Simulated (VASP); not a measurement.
ZnSe, 2 atoms in the cell. The structure is cubic, space group F-43m (No. 216). Conventional cell: a = 5.668 Å, b = 5.668 Å, c = 5.668 Å, α = 90.00°, β = 90.00°, γ = 90.00°. Within 3.2 Å of Zn (site symmetry -43m) lie 4 Se at 2.45 Å. Se (site symmetry -43m) has 4 Zn at 2.45 Å within 3.2 Å. 

```yaml
Program: VASP 6.6.1
Task: single point
Functional: PBE-based screened hybrid
Potentials_or_basis: VASP PAW PBE potentials, release 64 (Zn, Se)
Cutoff: 520 eV
k_mesh: 4 × 4 × 4
Occupations: gaussian, width 0.05 eV
Spin: no spin polarisation
Dipole_correction: no
Grid_for_exact_exchange_PRECFOCK: Normal
Share_of_exact_exchange: 0.35
Further_INCAR_settings: ALGO = Normal; EDIFF = 1e-07; NBANDS = 16
Screening_parameter: 0.20787 1/Å
```

Potentials or basis: VASP PAW PBE potentials, release 64 (Zn, Se).

The run is started by

```sh
$ cat potpaw_PBE.64/Zn/POTCAR potpaw_PBE.64/Se/POTCAR > POTCAR
$ cp INCAR.step1 INCAR
$ mpirun -np 1 vasp_std > vasp.out
$ cp INCAR.step2 INCAR
$ mpirun -np 1 vasp_std > vasp.out
```

Hardware: 1 thread of Intel(R) Xeon(R) 6975P-C (Granite Rapids), on a shared host.

Task: How long does it take, and how much memory?

Result: Wall time 7.7 min on 1 thread of Intel(R) Xeon(R) 6975P-C (Granite Rapids) (shared host), peak memory 0.27 GiB. Counts: k points 8.
